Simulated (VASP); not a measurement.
A run of VASP 6.6.1:

Contents of INCAR:

```
SYSTEM = Al
PREC = Accurate
ENCUT = 520
EDIFF = 1E-6
ISMEAR = 0
SIGMA = 0.1
LREAL = .False.
LASPH = .True.
NELM = 100
ALGO = Normal
ISIF = 2
LWAVE = .False.
LCHARG = .False.
GGA = PE
NBANDS = 8
```

File KPOINTS:

```
Automatic mesh
0
Gamma
  6 6 8
  0 0 0
```

POSCAR

```
Al
1.0
    2.7662377000      0.0000000000      0.0000000000
    0.0000000000      2.7662377000      0.0000000000
    0.0000000000      0.0000000000      2.3680164500
Al
1
Direct
    0.5000000000      0.5000000000      0.5000000000
```

Potentials or basis: VASP PAW PBE potentials, release 64 (Al).

Launch:

```sh
$ cat potpaw_PBE.64/Al/POTCAR > POTCAR
$ mpirun -np 1 vasp_std > vasp.out
```

Hardware: 1 thread of AMD EPYC 7R43 64-Core Processor (Zen 3) (shared host).

Problem. Estimate the wall time of this run.

Solution. Wall time 10 s on 1 thread of AMD EPYC 7R43 64-Core Processor (Zen 3) (shared host), peak memory 0.09 GiB. Counts: scf iterations 10, k points 50.
